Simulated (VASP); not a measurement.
The system is Ta2N.

```
CELL_PARAMETERS angstrom
3.11286 0.00000 0.00000
-1.55643 2.69582 0.00000
0.00000 0.00000 4.86984
ATOMIC_POSITIONS crystal
Ta 0.33333 0.66667 0.25471
Ta 0.66667 0.33333 0.74529
N 0.00000 0.00000 0.00000
```

* Program: VASP 6.6.1
* Task: relaxation of cell and atoms
* Functional: PBE
* Dispersion: D4
* Potentials or basis: VASP PAW PBE potentials, release 64 (Ta_pv, N)
* Cutoff: 600 eV
* k mesh: 10 × 10 × 6
* Occupations: fermi-dirac, width 0.05 eV
* Spin: no spin polarisation

At the start: pressure -4.4 GPa; volume 13.62 Å³/atom.

**Question.** How do energy, volume and symmetry change on relaxing?

**Answer.** Over 10 steps the energy falls by 3.6 meV/atom and the volume is 13.40 Å³/atom (-1.7 %); space group P-3m1 (No. 164, to 0.1 Å) before and after.

Step by step:
| step | energy change (eV) | largest force (eV/Å) | pressure (GPa) | volume (Å³) |
| --- | --- | --- | --- | --- |
| 1 | 0.0000 | 0.0220 | -4.38 | 40.87 |
| 2 | 0.0464 | 0.3676 | 12.22 | 38.70 |
| 3 | -0.0090 | 0.1166 | 0.02 | 40.23 |
| 4 | -0.0090 | 0.1181 | 0.10 | 40.22 |
| 5 | -0.0103 | 0.0292 | 0.12 | 40.19 |
| 6 | -0.0105 | 0.0293 | 0.11 | 40.17 |
| 7 | -0.0107 | 0.0033 | -0.21 | 40.21 |
| 8 | -0.0107 | 0.0066 | -0.17 | 40.21 |
| 9 | -0.0106 | 0.0215 | 0.31 | 40.15 |
| 10 | -0.0107 | 0.0034 | 0.03 | 40.19 |

Final structure:
```cif
data_structure
_symmetry_space_group_name_H-M 'P 1'
_symmetry_Int_Tables_number 1
_cell_length_a 3.0855
_cell_length_b 3.0855
_cell_length_c 4.8742
_cell_angle_alpha 90.000
_cell_angle_beta 90.000
_cell_angle_gamma 120.000
_cell_volume 40.19
loop_
_atom_site_label
_atom_site_type_symbol
_atom_site_fract_x
_atom_site_fract_y
_atom_site_fract_z
_atom_site_occupancy
Ta1 Ta 0.33333 0.66667 0.25621 1
Ta2 Ta 0.66667 0.33333 0.74379 1
N1 N 0.00000 0.00000 0.00000 1
```
